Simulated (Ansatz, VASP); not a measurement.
## Two plane-wave programs on HfO2

```
CELL_PARAMETERS angstrom
5.12638 0.00000 0.00000
0.00000 10.14902 0.00000
0.00000 0.00000 5.29639
ATOMIC_POSITIONS crystal
Hf 0.74699 0.88413 0.96424
Hf 0.24699 0.61587 0.03576
Hf 0.25301 0.38413 0.53576
Hf 0.75301 0.11587 0.46424
Hf 0.25301 0.11587 0.03576
Hf 0.75301 0.38413 0.96424
Hf 0.74699 0.61587 0.46424
Hf 0.24699 0.88413 0.53576
O 0.87786 0.78817 0.62866
O 0.37786 0.71183 0.37134
O 0.12214 0.28817 0.87134
O 0.62214 0.21183 0.12866
O 0.12214 0.21183 0.37134
O 0.62214 0.28817 0.62866
O 0.87786 0.71183 0.12866
O 0.37786 0.78817 0.87134
O 0.50238 0.97818 0.26137
O 0.00238 0.52182 0.73863
O 0.49762 0.47818 0.23863
O 0.99762 0.02182 0.76137
O 0.49762 0.02182 0.73863
O 0.99762 0.47818 0.26137
O 0.50238 0.52182 0.76137
O 0.00238 0.97818 0.23863
```

Change from the starting cell: volume scaled by 1.04, ions relaxed.

Alike in both runs: functional PBE; k mesh 5 × 3 × 5; occupations fermi-dirac, width 0.02 eV; no spin polarisation.

Ansatz relaxed the structure, and its values are those at the end. VASP's run is a single point on that final structure, the one shown.

|  | VASP | Ansatz |
| --- | --- | --- |
| version | VASP 6.6.1 | Ansatz 0.2.0 |
| potentials or method | VASP PAW PBE potentials, release 64 (Hf_pv, O) | plane-wave PAW, scalar-relativistic |
| plane-wave cutoff (eV) | 520 | 420 |
| valence electrons in the cell | 176 | 304 |

```tsv
	VASP	Ansatz	Ansatz less VASP
gap on the k mesh at the Fermi level (eV)	4.12	4.17	+0.047
pressure (GPa)	-6.3	-3.1	+3.11
rms of the force components (eV/Å)	0.025	0.009	-0.0164
```

With one functional, cell and mesh, what is left measures potentials, basis and numerics. VASP's potentials hold 176 valence electrons a cell and Ansatz's 304, so a difference there can come from the potentials and not from the codes. Ansatz's warnings: stress scf threshold loose.

Neither program's run includes spin-orbit coupling.
